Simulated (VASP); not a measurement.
Input of a VASP 6.6.1 run:

The input INCAR:

```
  ALGO = Fast
  EDIFF = 1E-7
  ENCUT = 520
  GGA = PS
  ISIF = 2
  ISMEAR = 0
  LASPH = T
  LCHARG = F
  LREAL = F
  LWAVE = F
  NBANDS = 22
  NELM = 80
  PREC = Accurate
  SIGMA = 0.15
```

File KPOINTS:

```
k-points
0
Gamma
  24 24 14
```

Contents of POSCAR:

```
Rh
1.0
    2.7962855282      0.0000000000      0.0000000000
   -1.3981427641      2.4216543036      0.0000000000
    0.0000000000      0.0000000000      4.5021810534
Rh
2
Direct
    0.6666666667      0.3333333333      0.7500000000
    0.3333333333      0.6666666667      0.2500000000
```

Potentials or basis: VASP PAW PBE potentials, release 64 (Rh_pv).

Run with:

```sh
$ cat potpaw_PBE.64/Rh_pv/POTCAR > POTCAR
$ mpirun -np 1 vasp_std > vasp.out
```

Question: Estimate the band gap on the k mesh.

Answer: Zero (bands 15 and 16 overlap by 2.06 eV).

Question: Predict the pressure.

Answer: -25.3 GPa.

Stress tensor (GPa, compression positive):
```
-25.14   0.00   0.00
  0.00 -25.14   0.00
  0.00   0.00 -25.55
```

Caveat: the cell differs from its parent crystal (strain +0.040 along x and y, +0.040 along z); the cell stands under tension; the PAW data sets were made with another functional, which shifts forces and pressure a little.
